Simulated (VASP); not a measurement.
# InB4 in VASP: single point with PBE

Aim: the single point of InB4 with PBE.

All numbers are computed with VASP 6.6.1; they aren't measurements. Logs are shortened: lines on timing, memory, paths and dates and some standing lists are left out, and cuts for length are marked.

### Step 1. The cell of the first run

The cell holds a sheet with vacuum, 10 atoms: a = 6.130 Å, b = 3.065 Å, c = 31.350 Å, α = 90.00°, β = 90.00°, γ = 120.00°.

### Step 2. Single point, PBE

INCAR

```
ALGO = Normal ; DIPOL = 0.5 0.5 0.287
EDIFF = 1E-7 ; ENCUT = 520
GGA = PE ; IDIPOL = 3
ISIF = 2 ; ISMEAR = 0
LASPH = T ; LCHARG = F
LDIPOL = T ; LREAL = F
LWAVE = F ; NBANDS = 36
NELM = 100 ; PREC = Accurate
SIGMA = 0.2
```

KPOINTS

```
k-points
0
Gamma
  8 8 1
```

POSCAR

```
InB4
1.0
    6.1304531524      0.0000000000      0.0000000000
   -1.5326132881      2.6545640833      0.0000000000
    0.0000000000      0.0000000000     31.3502578092
In B
2 8
Direct
    0.0000000000      0.0000000000      0.2870789789
    0.5000000000      0.0000000000      0.2870789789
    0.1666666667      0.6666666667      0.2238034120
    0.6666666667      0.6666666667      0.2238034120
    0.3333333333      0.3333333333      0.2238034120
    0.8333333333      0.3333333333      0.2238034120
    0.1666666667      0.6666666667      0.3503545458
    0.6666666667      0.6666666667      0.3503545458
    0.3333333333      0.3333333333      0.3503545458
    0.8333333333      0.3333333333      0.3503545458
```

Potentials or basis: VASP PAW PBE potentials, release 64 (In_d, B).

Command:

```
cat potpaw_PBE.64/In_d/POTCAR potpaw_PBE.64/B/POTCAR > POTCAR
mpirun -np 1 vasp_std > vasp.out
```

OUTCAR:

```text
EDIFF = 1E-7
   ENCUT = 520
   GGA = PE
   ISIF = 2
   ISMEAR = 0
   LASPH = T
   LREAL = F
   NELM = 100
   PREC = Accurate

 ion  position               nearest neighbor table
   1  0.000  0.000  0.287-   4 2.66   5 2.66   8 2.66   9 2.66   3 2.66   6 2.66   7 2.66  10 2.66
                             3 2.66   6 2.66   7 2.66  10 2.66   2 3.07   2 3.07   2 3.07   2 3.07
   2  0.500  0.000  0.287-   3 2.66   6 2.66   7 2.66  10 2.66   4 2.66   5 2.66   8 2.66   9 2.66
                             5 2.66   4 2.66   9 2.66   8 2.66   1 3.07   1 3.07   1 3.07   1 3.07
   3  0.167  0.667  0.224-   5 1.77   5 1.77   6 1.77   2 2.66   1 2.66   1 2.66
   4  0.667  0.667  0.224-   6 1.77   6 1.77   5 1.77   1 2.66   2 2.66   2 2.66
   5  0.333  0.333  0.224-   3 1.77   3 1.77   4 1.77   1 2.66   2 2.66   2 2.66
   6  0.833  0.333  0.224-   4 1.77   4 1.77   3 1.77   2 2.66   1 2.66   1 2.66
   7  0.167  0.667  0.350-   9 1.77   9 1.77  10 1.77   2 2.66   1 2.66   1 2.66
   8  0.667  0.667  0.350-  10 1.77  10 1.77   9 1.77   1 2.66   2 2.66   2 2.66
   9  0.333  0.333  0.350-   7 1.77   7 1.77   8 1.77   1 2.66   2 2.66   2 2.66
  10  0.833  0.333  0.350-   8 1.77   8 1.77   7 1.77   2 2.66   1 2.66   1 2.66

  Warning from LATTYP: Monoclinic adjustment (A1->A3, A2->A1, A3->A2)!
  LATTYP: Found a simple orthorhombic cell.
 ALAT       =     3.0652265762
 B/A-ratio  =     1.7320508076
 C/A-ratio  =    10.2277130353

  Lattice vectors:

 A1 = (   1.5326132881,  -2.6545640833,   0.0000000000)
 A2 = (   4.5978398643,   2.6545640833,   0.0000000000)
 A3 = (   0.0000000000,   0.0000000000,  31.3502578092)

Analysis of symmetry for initial positions (statically):
=====================================================================
 Subroutine PRICEL returns following result:

  LATTYP: Found a hexagonal cell.
 ALAT       =     3.0652265762
 C/A-ratio  =    10.2277130352

  Lattice vectors:

 A1 = (   3.0652265762,   0.0000000000,   0.0000000000)
 A2 = (  -1.5326132881,   2.6545640833,   0.0000000000)
 A3 = (   0.0000000000,   0.0000000000,  31.3502578092)

   2 primitive cells build up your supercell.

 Routine SETGRP: Setting up the symmetry group for a
 simple orthorhombic supercell.

 Subroutine GETGRP returns: Found  8 space group operations
 (whereof  4 operations were pure point group operations)
 out of a pool of  8 trial point group operations.

The static configuration has the point symmetry C_2v.
 The point group associated with its full space group is D_2h.

Analysis of symmetry for dynamics (positions and initial velocities):
=====================================================================
 Subroutine PRICEL returns following result:

  LATTYP: Found a hexagonal cell.
 ALAT       =     3.0652265762
 C/A-ratio  =    10.2277130352

  Lattice vectors:

 A1 = (   3.0652265762,   0.0000000000,   0.0000000000)
 A2 = (  -1.5326132881,   2.6545640833,   0.0000000000)
 A3 = (   0.0000000000,   0.0000000000,  31.3502578092)

   2 primitive cells build up your supercell.

 Routine SETGRP: Setting up the symmetry group for a
 simple orthorhombic supercell.

 Subroutine GETGRP returns: Found  8 space group operations
 (whereof  4 operations were pure point group operations)
 out of a pool of  8 trial point group operations.

The dynamic configuration has the point symmetry C_2v.
 The point group associated with its full space group is D_2h.

 Subroutine INISYM returns: Found  8 space group operations
 (whereof  4 operations are pure point group operations),
 and found     2 'primitive' translations

----------------------------------------------------------------------------------------

                                     Primitive cell

  volume of cell :     255.0920

  direct lattice vectors                    reciprocal lattice vectors
     3.065226576  0.000000000  0.000000000     0.326240157  0.188354843  0.000000000
    -1.532613288  2.654564083  0.000000000     0.000000000  0.376709685  0.000000000
     0.000000000  0.000000000 31.350257809     0.000000000  0.000000000  0.031897664

[... 24 lines left out ...]
 generate k-points for:    8    8    1

 Generating k-lattice:

  Cartesian coordinates                     Fractional coordinates (reciprocal lattice)
     0.020390010  0.011772178  0.000000000     0.125000000  0.000000000  0.000000000
     0.000000000  0.047088711  0.000000000     0.000000000  0.125000000  0.000000000
     0.000000000  0.000000000  0.031897664     0.000000000  0.000000000  1.000000000

  Length of vectors
     0.023544355  0.047088711  0.031897664

  Shift w.r.t. Gamma in fractional coordinates (k-lattice)
     0.000000000  0.000000000  0.000000000

 Subroutine IBZKPT returns following result:
 ===========================================

 Found     25 irreducible k-points:

 Following reciprocal coordinates:
            Coordinates               Weight
  0.000000  0.000000  0.000000      1.000000
  0.125000  0.000000  0.000000      2.000000
  0.250000  0.000000  0.000000      2.000000
  0.375000  0.000000  0.000000      2.000000
  0.500000  0.000000  0.000000      1.000000
  0.000000  0.125000  0.000000      4.000000
[... 16 lines left out ...]
  0.250000  0.500000  0.000000      2.000000
  0.375000  0.500000  0.000000      2.000000
   k-points           NKPTS =     25   k-points in BZ     NKDIM =     25   number of bands    NBANDS=     36
   number of dos      NEDOS =    301   number of ions     NIONS =     10
   total plane-waves  NPLWV = 276480
   dimension x,y,z NGX =    48 NGY =   24 NGZ =  240
   dimension x,y,z NGXF=    96 NGYF=   48 NGZF=  480
   ions per type =               2   8
   NGX,Y,Z   is equivalent  to a cutoff of  13.02, 13.02, 12.73 a.u.
   NGXF,Y,Z  is equivalent  to a cutoff of  26.03, 26.03, 25.45 a.u.
 SYSTEM =  unknown system
   PREC   = accura    normal or accurate (medium, high low for compatibility)
   ISTART =      0    job   : 0-new  1-cont  2-samecut
   ICHARG =      2    charge: 1-file 2-atom 10-const
   ISPIN  =      1    spin polarized calculation?
   LNONCOLLINEAR =      F non collinear calculations
   LSORBIT =      F    spin-orbit coupling
   LASPH  =      T    aspherical Exc in radial PAW
   ENCUT  =  520.0 eV  38.22 Ry    6.18 a.u.  11.40  5.70 58.29*2*pi/ulx,y,z
   NELM   =    100;   NELMIN=  2; NELMDL= -5     # of ELM steps
   EDIFF  = 0.1E-06   stopping-criterion for ELM
   LREAL  =      F    real-space projection
   EDIFFG = 0.1E-05   stopping-criterion for IOM
   NSW    =      0    number of steps for IOM
   IBRION =     -1    ionic relax: 0-MD 1-quasi-New 2-CG
   NFREE  =      0    steps in history (QN), initial steepest desc. (CG)
   ISIF   =      2    stress and relaxation
   ISYM   =      2    0-nonsym 1-usesym 2-fastsym
   POTIM  = 0.5000    time-step for ionic-motion
   TEBEG  =    0.0;   TEEND  =   0.0 temperature during run
   PSTRESS=    0.0 pullay stress
   NELECT =      50.0000    total number of electrons
   NUPDOWN=      -1.0000    fix difference up-down
   EMIN   =  10.00;   EMAX   =-10.00  energy-range for DOS
   EFERMI =   0.00;   METHOD = LEGACY
   ISMEAR =     0;   SIGMA  =   0.20  broadening in eV -4-tet -1-fermi 0-gaus
   EFERMI_NEDOS =   21; number of points for ismear=-14 and -15
   IALGO  =     38    algorithm
   IMIX   =      4    mixing-type and parameters
     AMIX     =   0.40;   BMIX     =  1.00
     AMIX_MAG =   1.60;   BMIX_MAG =  1.00
  volume/ion in A,a.u.               =      51.02       344.29
  Fermi-wavevector in a.u.,A,eV,Ry     =   0.754784  1.426334  7.751218  0.569698
  Thomas-Fermi vector in A             =   1.852530
   LORBIT       =      0    0 simple, 1 ext, 2 COOP (PROOUT), +10 PAW based schemes
   GGA     = PE    functional components
   LHFCALC =     F    Hartree Fock is set to
   AEXX    =    0.0000 exact exchange contribution
   IVDW    =     0    specifies the selected vdW correction
   LEPSILON=     F    determine dielectric tensor
   LRPA    =     F    only Hartree local field effects (RPA)
 non-spin polarized calculation
 Gauss-broadening in eV      SIGMA  =   0.20
  energy-cutoff  :      520.00
  volume of cell :      510.18
 maximum number of plane-waves:     13778
 NGX is ok and might be reduce to    48
   NGX = 23   NGY = 11   NGZ =117

 dipolmoment           0.000000      0.000000     -0.000053 electrons x Angstroem

 number of electron      50.0000000 magnetization

 dipolmoment           0.000000      0.000000      0.000002 electrons x Angstroem

 Free energy of the ion-electron system (eV)
  ---------------------------------------------------
  ext. energy  EPLUGINS =         0.00000000
  ---------------------------------------------------
  free energy    TOTEN  =       -50.95851881 eV

  energy without entropy =      -50.88792559  energy(sigma->0) =      -50.92322220

 E-fermi :  -2.8699     XC(G=0):  -2.7721

 val. band max:       -2.8831807834   @ k =   0.0000   0.1250   0.0000
 cond. band min:      -2.7456336582   @ k =   0.3750   0.0000   0.0000
 fundamental gap:      0.1375471252
 Fermi energy:        -2.8699332439

 k-point     1 :       0.0000    0.0000    0.0000
  band No.  band energies     occupation
      1     -18.1800      2.00000
      2     -17.9860      2.00000
      3     -17.9044      2.00000
      4     -17.8579      2.00000
      5     -17.8577      2.00000
      6     -17.5369      2.00000
[... 925 lines left out ...]
     35       4.7649      0.00000
     36       4.7649      0.00000

 [... further k-points ...]

------------------------ aborting loop because EDIFF is reached ----------------------------------------

 vacuum level on the upper side and lower side of the slab       (xc-potential included)        -0.010        -0.010

  FORCE on cell =-STRESS in cart. coord.  units (eV):
  Direction    XX          YY          ZZ          XY          YZ          ZX
  --------------------------------------------------------------------------------------
  -------------------------------------------------------------------------------------
  Total        0.1951688      0.1958032      0.0234866     -0.0005494      0.0000000      0.0000000
  in kB        0.6129062      0.6148985      0.0737571     -0.0017254      0.0000000      0.0000000
  external PRESSURE =       0.4338539 kB  Pullay stress =       0.0000000 kB

 VOLUME and BASIS-vectors are now :
 -----------------------------------------------------------------------------
  energy-cutoff  :      520.00
  volume of cell :      510.18
      direct lattice vectors                 reciprocal lattice vectors
     6.130453152  0.000000000  0.000000000     0.163120079  0.094177421  0.000000000
    -1.532613288  2.654564083  0.000000000     0.000000000  0.376709685  0.000000000
     0.000000000  0.000000000 31.350257809     0.000000000  0.000000000  0.031897664

 POSITION                                       TOTAL-FORCE (eV/Angst)
 -----------------------------------------------------------------------------------
      0.00000      0.00000      9.00000        -0.000000      0.000000     -0.000000
      3.06523      0.00000      9.00000        -0.000000      0.000000     -0.000000
      0.00000      1.76971      7.01629        -0.037388     -0.021586     -0.004532
      3.06523      1.76971      7.01629        -0.037388     -0.021586     -0.004532
      1.53261      0.88485      7.01629         0.037388      0.021586     -0.004532
      4.59784      0.88485      7.01629         0.037388      0.021586     -0.004532
      0.00000      1.76971     10.98371        -0.037388     -0.021586      0.004532
      3.06523      1.76971     10.98371        -0.037388     -0.021586      0.004532
      1.53261      0.88485     10.98371         0.037388      0.021586      0.004532
      4.59784      0.88485     10.98371         0.037388      0.021586      0.004532
 -----------------------------------------------------------------------------------
    total drift:                               -0.000000     -0.000000      0.000429

  FREE ENERGIE OF THE ION-ELECTRON SYSTEM (eV)
  ---------------------------------------------------
  free  energy   TOTEN  =       -50.9585188088 eV

  energy  without entropy=      -50.8879255912  energy(sigma->0) =      -50.92322220

 vacuum level on the upper side and lower side of the slab         2.507         2.507
```

Wall time 12 min (1 thread of Intel Xeon Platinum 8375C at 2.90GHz (Ice Lake), shared host); peak memory 0.78 GiB.

What came out:

```yaml
Free_energy: -50.9585 eV
Largest_force: 0.043 eV/Å
Band_gap_on_the_k_mesh: zero (band 25 reaches -1.85 eV, above the bottom of band 26 at -3.97 eV)
```

Forces on the atoms (eV/Å):
```
In   0.000  0.000  0.000
In   0.000  0.000  0.000
B   -0.037 -0.022 -0.005
B   -0.037 -0.022 -0.005
B    0.037  0.022 -0.005
B    0.037  0.022 -0.005
B   -0.037 -0.022  0.005
B   -0.037 -0.022  0.005
B    0.037  0.022  0.005
B    0.037  0.022  0.005
```

Caveat: spin-orbit coupling is left out, which moves the levels of the heavy elements.
